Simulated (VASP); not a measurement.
A run of VASP 6.6.1:

INCAR

```
  ALGO = Normal
  EDIFF = 1E-8
  ENCUT = 520
  GGA = PS
  ISIF = 2
  ISMEAR = -1
  ISPIN = 2
  LASPH = T
  LCHARG = F
  LEFG = T
  LMAXMIX = 4
  LORBIT = 11
  LREAL = F
  LWAVE = F
  MAGMOM = 0 1.5
  NBANDS = 18
  NELM = 150
  PREC = Accurate
  SIGMA = 0.05
```

Contents of KPOINTS:

```
k-points
0
Gamma
  13 13 13
```

Contents of POSCAR:

```
AlNi
1.0
    2.8713644765      0.0000000000      0.0000000000
    0.0000000000      2.8713644765      0.0000000000
    0.0000000000      0.0000000000      2.8713644765
Al Ni
1 1
Direct
    0.0000000000      0.0000000000      0.0000000000
    0.5000000000      0.5000000000      0.5000000000
```

Potentials or basis: VASP PAW PBE potentials, release 64 (Al, Ni).

Command:

```bash
$ cat potpaw_PBE.64/Al/POTCAR potpaw_PBE.64/Ni/POTCAR > POTCAR
$ mpirun -np 1 vasp_std > vasp.out
```

Hardware: 1 thread of Intel(R) Xeon(R) Platinum 8559C (Emerald Rapids), on a shared host.

Task: How long does it take, and how much memory?

Result: It took 30 s on 1 thread of Intel(R) Xeon(R) Platinum 8559C (Emerald Rapids), with other jobs on the host, peak memory 0.19 GiB. Counts: scf iterations 17, k points 84.
